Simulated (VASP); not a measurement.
# Ir (Fm-3m) in VASP: notebook

The runs below take Ir through single point, with PBE, r2SCAN.

All numbers are computed with VASP 6.6.1; they aren't measurements. Logs are shortened: lines on timing, memory, paths and dates and some standing lists are left out, and cuts for length are marked.

**1. The cell of the first run**

It takes space group Fm-3m (No. 225, cubic). The conventional cell has a = 3.871 Å, b = 3.871 Å, c = 3.871 Å, α = 90.00°, β = 90.00°, γ = 90.00°. Within 3.6 Å of Ir (site symmetry m-3m) lie 12 Ir at 2.74 Å.

**2. Single point, PBE**

The input, INCAR:

```
  ALGO = Normal
  EDIFF = 1E-6
  ENCUT = 520
  GGA = PE
  ISIF = 2
  ISMEAR = 0
  LASPH = True
  LCHARG = False
  LREAL = False
  LWAVE = False
  NBANDS = 10
  NELM = 100
  PREC = Accurate
  SIGMA = 0.1
```

The input, KPOINTS:

```
k-points
0
Gamma
  15 15 15
```

The input, POSCAR:

```
Ir
1.0
    2.7369678024      0.0000000000      0.0000000000
   -1.3684839012      2.3702836462      0.0000000000
    1.3684839012      0.7900945487      2.2347248528
Ir
1
Direct
    0.0000000000      0.0000000000      0.0000000000
```

Potentials or basis: VASP PAW PBE potentials, release 64 (Ir).

Run with:

```bash
$ cat potpaw_PBE.64/Ir/POTCAR > POTCAR
$ mpirun -np 1 vasp_std > vasp.out
```

OUTCAR:

```text
EDIFF = 1E-6
   ENCUT = 520
   GGA = PE
   ISIF = 2
   ISMEAR = 0
   LASPH = True
   LREAL = False
   NELM = 100
   PREC = Accurate

 ion  position               nearest neighbor table
   1  0.000  0.000  0.000-

  LATTYP: Found a face centered cubic cell.
 ALAT       =     3.8706569859

  Lattice vectors:

 A1 = (  -2.7369678024,   0.0000000000,   0.0000000000)
 A2 = (  -1.3684839012,   0.7900945487,   2.2347248528)
 A3 = (  -1.3684839012,   2.3702836462,   0.0000000000)

Analysis of symmetry for initial positions (statically):
=====================================================================
 Subroutine PRICEL returns:
 Original cell was already a primitive cell.

 Routine SETGRP: Setting up the symmetry group for a
 face centered cubic supercell.

 Subroutine GETGRP returns: Found 48 space group operations
 (whereof 48 operations were pure point group operations)
 out of a pool of 48 trial point group operations.

The static configuration has the point symmetry O_h .

Analysis of symmetry for dynamics (positions and initial velocities):
=====================================================================
 Subroutine PRICEL returns:
 Original cell was already a primitive cell.

 Routine SETGRP: Setting up the symmetry group for a
 face centered cubic supercell.

 Subroutine GETGRP returns: Found 48 space group operations
 (whereof 48 operations were pure point group operations)
 out of a pool of 48 trial point group operations.

The dynamic configuration has the point symmetry O_h .

 Subroutine INISYM returns: Found 48 space group operations
 (whereof 48 operations are pure point group operations),
 and found     1 'primitive' translations

----------------------------------------------------------------------------------------

                                     Primitive cell

  volume of cell :      14.4975

  direct lattice vectors                    reciprocal lattice vectors
     2.736967802  0.000000000  0.000000000     0.365367835  0.210945218 -0.298321588
    -1.368483901  2.370283646  0.000000000     0.000000000  0.421890436 -0.149160794
     1.368483901  0.790094549  2.234724853     0.000000000  0.000000000  0.447482382

  length of vectors
     2.736967802  2.736967802  2.736967802     0.516708147  0.447482382  0.447482382

  position of ions in fractional coordinates (direct lattice)
     0.000000000  0.000000000  0.000000000

[... 73 lines left out ...]
   ENCUT  =  520.0 eV  38.22 Ry    6.18 a.u.   5.09  5.09  5.09*2*pi/ulx,y,z
   NELM   =    100;   NELMIN=  2; NELMDL= -5     # of ELM steps
   EDIFF  = 0.1E-05   stopping-criterion for ELM
   LREAL  =      F    real-space projection
   EDIFFG = 0.1E-04   stopping-criterion for IOM
   NSW    =      0    number of steps for IOM
   IBRION =     -1    ionic relax: 0-MD 1-quasi-New 2-CG
   NFREE  =      0    steps in history (QN), initial steepest desc. (CG)
   ISIF   =      2    stress and relaxation
   ISYM   =      2    0-nonsym 1-usesym 2-fastsym
   POTIM  = 0.5000    time-step for ionic-motion
   TEBEG  =    0.0;   TEEND  =   0.0 temperature during run
   PSTRESS=    0.0 pullay stress
   NELECT =       9.0000    total number of electrons
   NUPDOWN=      -1.0000    fix difference up-down
   EMIN   =  10.00;   EMAX   =-10.00  energy-range for DOS
   EFERMI =   0.00;   METHOD = LEGACY
   ISMEAR =     0;   SIGMA  =   0.10  broadening in eV -4-tet -1-fermi 0-gaus
   EFERMI_NEDOS =   21; number of points for ismear=-14 and -15
   IALGO  =     38    algorithm
   IMIX   =      4    mixing-type and parameters
     AMIX     =   0.40;   BMIX     =  1.00
     AMIX_MAG =   1.60;   BMIX_MAG =  1.00
  volume/ion in A,a.u.               =      14.50        97.83
  Fermi-wavevector in a.u.,A,eV,Ry     =   1.396554  2.639104 26.536290  1.950362
  Thomas-Fermi vector in A             =   2.519897
   LORBIT       =      0    0 simple, 1 ext, 2 COOP (PROOUT), +10 PAW based schemes
   GGA     = PE    functional components
   LHFCALC =     F    Hartree Fock is set to
   AEXX    =    0.0000 exact exchange contribution
   IVDW    =     0    specifies the selected vdW correction
   LEPSILON=     F    determine dielectric tensor
   LRPA    =     F    only Hartree local field effects (RPA)
 non-spin polarized calculation
 Gauss-broadening in eV      SIGMA  =   0.10
  energy-cutoff  :      520.00
  volume of cell :       14.50
 maximum number of plane-waves:       401
   NGX = 11   NGY = 11   NGZ = 11

 number of electron       9.0000000 magnetization

 Free energy of the ion-electron system (eV)
  ---------------------------------------------------
  ext. energy  EPLUGINS =         0.00000000
  ---------------------------------------------------
  free energy    TOTEN  =        -8.85771383 eV

  energy without entropy =       -8.85235491  energy(sigma->0) =       -8.85503437

 E-fermi :  10.0357     XC(G=0): -13.8432

 val. band max:       10.0068998300   @ k =   0.4667   0.1333   0.0667
 cond. band min:      10.0379460340   @ k =   0.2667   0.4000   0.0667
 fundamental gap:      0.0310462040
 Fermi energy:        10.0356972923

 k-point     1 :       0.0000    0.0000    0.0000
  band No.  band energies     occupation
      1      -0.8710      2.00000
      2       6.2411      2.00000
      3       6.2411      2.00000
      4       6.2411      2.00000
      5       8.8266      2.00000
      6       8.8266      2.00000
      7      24.3580      0.00000
      8      29.7993      0.00000
      9      29.7993      0.00000
     10      29.7993      0.00000
[... 287 lines left out ...]
 k-point    24 :      -0.0667    0.1333   -0.0000
  band No.  band energies     occupation
      1      -0.3660      2.00000
      2       5.9609      2.00000
      3       6.4393      2.00000
      4       6.4919      2.00000
      5       8.5515      2.00000
      6       8.8609      2.00000
      7      25.1994      0.00000
      8      27.9229      0.00000
      9      29.9603      0.00000
     10      30.9228      0.00000

 [... further k-points ...]
[... 5 lines left out ...]
  --------------------------------------------------------------------------------------
  -------------------------------------------------------------------------------------
  Total        0.0344200      0.0344200      0.0344200     -0.0000000     -0.0000000      0.0000000
  in kB        3.8038817      3.8038817      3.8038817     -0.0000000     -0.0000000      0.0000000
  external PRESSURE =       3.8038817 kB  Pullay stress =       0.0000000 kB

 VOLUME and BASIS-vectors are now :
 -----------------------------------------------------------------------------
  energy-cutoff  :      520.00
  volume of cell :       14.50
      direct lattice vectors                 reciprocal lattice vectors
     2.736967802  0.000000000  0.000000000     0.365367835  0.210945218 -0.298321588
    -1.368483901  2.370283646  0.000000000     0.000000000  0.421890436 -0.149160794
     1.368483901  0.790094549  2.234724853     0.000000000  0.000000000  0.447482382

 POSITION                                       TOTAL-FORCE (eV/Angst)
 -----------------------------------------------------------------------------------
      0.00000      0.00000      0.00000        -0.000000     -0.000000      0.000000
 -----------------------------------------------------------------------------------
    total drift:                               -0.000000     -0.000000     -0.000000

  FREE ENERGIE OF THE ION-ELECTRON SYSTEM (eV)
  ---------------------------------------------------
  free  energy   TOTEN  =        -8.8577138259 eV

  energy  without entropy=       -8.8523549142  energy(sigma->0) =       -8.85503437
```

stdout:

```text
POSCAR found type information on POSCAR Ir
 POSCAR found :  1 types and       1 ions
 scaLAPACK will be used
 LDA part: xc-table for (Slater+PW92), standard interpolation
 POSCAR, INCAR and KPOINTS ok, starting setup
 FFT: planning ... GRIDC
 FFT: planning ... GRID_SOFT
 FFT: planning ... GRID
 WAVECAR not read
 entering main loop
```

Wall time 31 s (1 thread of AMD EPYC 7R13, shared host); peak memory 0.11 GiB.

Results:

| Property | Result |
| --- | --- |
| Free energy | -8.8577 eV |
| Pressure | 0.4 GPa |

Caveat: spin-orbit coupling is left out, which moves the levels of the heavy elements.

**3. Single point, r2SCAN (functional r2SCAN, strained)**

The input, POSCAR:

```
Ir
1.0
    0.0000000000      1.9107925920      1.9107925920
    1.9107925920      0.0000000000      1.9107925920
    1.9107925920      1.9107925920      0.0000000000
Ir
1
Direct
    0.0000000000      0.0000000000      0.0000000000
```

The input, INCAR.step1:

```
PREC = Accurate
ENCUT = 550
ISMEAR = 0
SIGMA = 0.1
LREAL = False
LASPH = True
NELM = 120
NBANDS = 14
GGA = PE
ALGO = Normal
EDIFF = 1E-5
LWAVE = True
LCHARG = False
GGA_COMPAT = False
```

The input, INCAR.step2:

```
PREC = Accurate
ENCUT = 550
EDIFF = 1E-6
ISMEAR = 0
SIGMA = 0.1
LREAL = False
LASPH = True
NELM = 120
ALGO = Normal
ISIF = 2
LWAVE = False
LCHARG = False
METAGGA = R2SCAN
LMIXTAU = True
NBANDS = 14
ISTART = 1
GGA_COMPAT = False
```

The input, KPOINTS:

```
Automatic mesh
0
Gamma
  18 18 18
```

Potentials or basis: VASP PAW PBE potentials, release 64 (Ir_sv_GW).

Run with:

```bash
$ cat potpaw_PBE.64/Ir_sv_GW/POTCAR > POTCAR
$ cp INCAR.step1 INCAR
$ mpirun -np 1 vasp_std > vasp.out
$ cp INCAR.step2 INCAR
$ mpirun -np 1 vasp_std > vasp.out
```

OUTCAR:

```text
PREC = Accurate
   ENCUT = 550
   EDIFF = 1E-6
   ISMEAR = 0
   LREAL = False
   LASPH = True
   NELM = 120
   ISIF = 2
   METAGGA = R2SCAN
   ISTART = 1

 ion  position               nearest neighbor table
   1  0.000  0.000  0.000-

  LATTYP: Found a face centered cubic cell.
 ALAT       =     3.8215851840

  Lattice vectors:

 A1 = (   0.0000000000,   1.9107925920,   1.9107925920)
 A2 = (   1.9107925920,   0.0000000000,   1.9107925920)
 A3 = (   1.9107925920,   1.9107925920,   0.0000000000)

Analysis of symmetry for initial positions (statically):
[... 577 lines left out ...]
      6       8.1415      2.00000
      7       9.3116      2.00000
      8       9.4077      2.00000
      9      11.3323      2.00000
     10      12.2488      2.00000
     11      27.6213      0.00000
     12      30.2012      0.00000
     13      35.7187      0.00000
     14      37.0143      0.00000

 [... further k-points ...]
[... 5 lines left out ...]
  --------------------------------------------------------------------------------------
  -------------------------------------------------------------------------------------
  Total        0.4170057      0.4170057      0.4170057      0.0000000     -0.0000000      0.0000000
  in kB       47.8830649     47.8830649     47.8830649      0.0000000     -0.0000000      0.0000000
  external PRESSURE =      47.8830649 kB  Pullay stress =       0.0000000 kB

 VOLUME and BASIS-vectors are now :
 -----------------------------------------------------------------------------
  energy-cutoff  :      550.00
  volume of cell :       13.95
      direct lattice vectors                 reciprocal lattice vectors
     0.000000000  1.910792592  1.910792592    -0.261671519  0.261671519  0.261671519
     1.910792592  0.000000000  1.910792592     0.261671519 -0.261671519  0.261671519
     1.910792592  1.910792592  0.000000000     0.261671519  0.261671519 -0.261671519

 POSITION                                       TOTAL-FORCE (eV/Angst)
 -----------------------------------------------------------------------------------
      0.00000      0.00000      0.00000         0.000000      0.000000      0.000000
 -----------------------------------------------------------------------------------
    total drift:                                0.000000     -0.000000     -0.000000

  FREE ENERGIE OF THE ION-ELECTRON SYSTEM (eV)
  ---------------------------------------------------
  free  energy   TOTEN  =       -52.9026203286 eV

  energy  without entropy=      -52.8978815673  energy(sigma->0) =      -52.90025095
```

OUTCAR.step1:

```text
PREC = Accurate
   ENCUT = 550
   ISMEAR = 0
   LREAL = False
   LASPH = True
   NELM = 120
[... 623 lines left out ...]

 POSITION                                       TOTAL-FORCE (eV/Angst)
 -----------------------------------------------------------------------------------
      0.00000      0.00000      0.00000         0.000000     -0.000000      0.000000
 -----------------------------------------------------------------------------------
    total drift:                                0.000000      0.000000     -0.000000

  FREE ENERGIE OF THE ION-ELECTRON SYSTEM (eV)
  ---------------------------------------------------
  free  energy   TOTEN  =        -9.3968427447 eV

  energy  without entropy=       -9.3919126628  energy(sigma->0) =       -9.39437770
```

Run time: 57 s. Hardware: 1 thread of Intel Xeon 6975P-C (Granite Rapids), shared host; peak memory 0.18 GiB.

What came out:

```
Free energy : -52.9026 eV
Pressure    : 4.8 GPa
```

Caveat: the cell differs from its parent crystal (functional r2SCAN, strained); the PAW data sets were made with another functional, which shifts forces and pressure a little; spin-orbit coupling is left out, which moves the levels of the heavy elements.
